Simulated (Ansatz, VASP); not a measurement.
AgI: VASP beside Ansatz

Contents of INCAR:

```
SYSTEM = AgI
  PREC = Accurate
  ENCUT = 400
  EDIFF = 1E-8
  ISMEAR = -1
  SIGMA = 0.02
  LREAL = .False.
  LASPH = .True.
  NELM = 120
  ALGO = Normal
  ISIF = 2
  LWAVE = .False.
  LCHARG = .False.
  GGA = PE
  LEFG = .True.
  NBANDS = 26
  GGA_COMPAT = .False.
```

KPOINTS

```
Automatic mesh
0
Gamma
  8 8 4
  0 0 0
```

File POSCAR:

```
AgI
1.0
    4.5800015808      0.0000000000      0.0000000000
   -2.2900007904      3.9663977183      0.0000000000
    0.0000000000      0.0000000000      7.5100000000
Ag I
2 2
Direct
    0.3333333333      0.6666666667      0.0000000000
    0.6666666667      0.3333333333      0.5000000000
    0.3333333333      0.6666666667      0.3750000000
    0.6666666667      0.3333333333      0.8750000000
```

Input for Ansatz:

```yaml
crystal:
  lattice:
    - [4.5800015808, 0.0, 0.0]
    - [-2.2900007904, 3.9663977183, 0.0]
    - [0.0, 0.0, 7.51]
  atoms:
    - { symbol: Ag, position: [0.3333333333, 0.6666666667, 0.0] }
    - { symbol: Ag, position: [0.6666666667, 0.3333333333, 0.5] }
    - { symbol: I, position: [0.3333333333, 0.6666666667, 0.375] }
    - { symbol: I, position: [0.6666666667, 0.3333333333, 0.875] }
kpoints:
  mp_grid: { grid: [8, 8, 4] }
  band_path:
    path:
      - [0.0, 0.0, 0.0]
      - [0.5, 0.0, 0.0]
      - [0.3333333333, 0.3333333333, 0.0]
      - [0.0, 0.0, 0.0]
      - [0.0, 0.0, 0.5]
      - [0.5, 0.0, 0.5]
      - [0.3333333333, 0.3333333333, 0.5]
      - [0.0, 0.0, 0.5]
      - [0.5, 0.0, 0.5]
    npoints: 8
scf:
  occupations: { method: fermi_dirac, width: 0.02 }
hamiltonian:
  xc: pbe
  pseudopotentials: { kind: all_electron, datasets: crystal }
output:
  forces: true
  stress: true
  eigenvalues: true
  efg: { contact_densities: true }
```

Alike in both runs: task electric field gradients; functional PBE; k mesh 8 × 8 × 4; occupations fermi-dirac, width 0.02 eV; no spin polarisation.

|  | VASP | Ansatz |
| --- | --- | --- |
| version | VASP 6.6.1 | Ansatz 0.2.0 |
| potentials or method | VASP PAW PBE potentials, release 64 (Ag, I), cutoff 400 eV | all-electron PAW with datasets made for the crystal, scalar-relativistic |

```csv
,VASP,Ansatz,Ansatz less VASP
gap on the k mesh at the Fermi level (eV),1.37,1.36,-0.002
pressure (GPa),1.8,2.0,+0.19
"traceless stress, the component that is largest in VASP (GPa)",-0.10,-0.10,0.000
rms of the force components (eV/Å),0.012,0.012,+0.0001
size of Vzz on the site where it differs most (V/Å²),2.0,1.6,-0.40
```

Atom by atom the forces differ by 0.000 eV/Å (rms over components). Ansatz ran all-electron here, and VASP with PAW potentials.

Spin-orbit coupling is off throughout.
